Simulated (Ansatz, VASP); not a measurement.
## One calculation of Ge, two programs

Contents of INCAR:

```
SYSTEM = Ge
PREC = Accurate
ENCUT = 520
EDIFF = 1E-6
ISMEAR = 0
SIGMA = 0.15
LREAL = .False.
LASPH = .True.
NELM = 100
ALGO = Normal
ISIF = 2
LWAVE = .False.
LCHARG = .False.
GGA = PS
NBANDS = 21
```

File KPOINTS:

```
Automatic mesh
0
Gamma
  18 18 18
  0 0 0
```

Contents of POSCAR:

```
Ge
1.0
    0.0000000000      2.7953125154      2.8378807263
    2.8378807263      0.0000000000      2.8378807263
    2.8378807263      2.7953125154      0.0000000000
Ge
2
Direct
    0.5000000000      0.5000000000      0.5000000000
    0.7500000000      0.7500000000      0.7500000000
```

Input for Ansatz:

```yaml
crystal:
  lattice:
    - [0.0, 2.7953125154, 2.8378807263]
    - [2.8378807263, 0.0, 2.8378807263]
    - [2.8378807263, 2.7953125154, 0.0]
  atoms:
    - { symbol: Ge, position: [0.5, 0.5, 0.5] }
    - { symbol: Ge, position: [0.75, 0.75, 0.75] }
basis:
  ecutwfc: 420
kpoints:
  mp_grid: { grid: [18, 18, 18] }
hamiltonian:
  xc: pbesol
scf:
  occupations: { method: gaussian, width: 0.15 }
output:
  forces: true
  stress: true
  eigenvalues: true
```

Change from the starting cell: strain -0.0150 x Voigt [0, 1, 0, 0, 0, 0], atoms carried along.

Alike in both runs: task single point; functional PBEsol; k mesh 18 × 18 × 18; occupations gaussian, width 0.15 eV; no spin polarisation.

```csv
,VASP,Ansatz
version,VASP 6.6.1,Ansatz 0.2.0
potentials or method,"VASP PAW PBE potentials, release 64 (Ge_d), cutoff 520 eV","scalar-relativistic, plane waves, PAW"
valence electrons in the cell,28,28
```

VASP gave:

| Quantity | Value |
| --- | --- |
| gap on the k mesh at the Fermi level (eV) | 0.03 |
| least direct gap on the mesh (eV) | 0.03 |
| pressure (GPa) | 0.6 |
| traceless stress, the component that is largest in VASP (GPa) | 0.70 |

**Question.** Which values does Ansatz return?

**Answer.** gap on the k mesh at the Fermi level (eV): 0.05; least direct gap on the mesh (eV): 0.05; pressure (GPa): 1.1; traceless stress, the component that is largest in VASP (GPa): 0.70.

VASP's potentials were made for PBE, not for PBEsol. The functional is the same, so the differences come from potentials, cutoffs and numerics.
